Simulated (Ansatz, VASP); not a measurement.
**TiAl: VASP beside Ansatz**

File INCAR:

```
SYSTEM = TiAl
PREC = Accurate
ENCUT = 520
EDIFF = 1E-6
ISMEAR = 0
SIGMA = 0.15
LREAL = .False.
LASPH = .True.
NELM = 100
ALGO = Fast
ISIF = 2
LWAVE = .False.
LCHARG = .True.
GGA = PS
LELF = .True.
LVHAR = .True.
NBANDS = 14
```

Contents of KPOINTS:

```
Automatic mesh
0
Gamma
  20 20 20
  0 0 0
```

File POSCAR:

```
TiAl
1.0
    3.1564740774      0.0000000000      0.0000000000
    0.0000000000      3.1564740774     -0.0631294815
    0.0000000000     -0.0631294815      3.1564740774
Ti Al
1 1
Direct
    0.0000000000      0.0000000000      0.0000000000
    0.5000000000      0.5000000000      0.5000000000
```

Input for Ansatz:

```yaml
crystal:
  lattice:
    - [3.1564740774, 0.0, 0.0]
    - [0.0, 3.1564740774, -0.0631294815]
    - [0.0, -0.0631294815, 3.1564740774]
  atoms:
    - { symbol: Ti, position: [0.0, 0.0, 0.0] }
    - { symbol: Al, position: [0.5, 0.5, 0.5] }
basis:
  ecutwfc: 420
kpoints:
  mp_grid: { grid: [20, 20, 20] }
hamiltonian:
  xc: pbesol
scf:
  occupations: { method: gaussian, width: 0.15 }
output:
  forces: true
  stress: true
  eigenvalues: true
```

Change from the starting cell: strain -0.0400 x Voigt [0, 0, 0, 1, 0, 0], atoms carried along.

Alike in both runs: task single point; functional PBEsol; k mesh 20 × 20 × 20; occupations gaussian, width 0.15 eV; no spin polarisation.

|  | VASP | Ansatz |
| --- | --- | --- |
| version | VASP 6.6.1 | Ansatz 0.2.0 |
| potentials or method | VASP PAW PBE potentials, release 64 (Ti_sv, Al), cutoff 520 eV | scalar-relativistic, plane waves, PAW |
| valence electrons in the cell | 15 | 15 |

|  | VASP | Ansatz | Ansatz less VASP |
| --- | --- | --- | --- |
| gap on the k mesh at the Fermi level (eV) | none | none | - |
| pressure (GPa) | 0.3 | 0.2 | -0.05 |
| traceless stress, the component that is largest in VASP (GPa) | 3.02 | 3.02 | -0.009 |

VASP's potentials were made for PBE, not for PBEsol. A gap of «none» marks a metal or a gap that the smearing closes. The functional is the same, so the differences come from potentials, cutoffs and numerics.
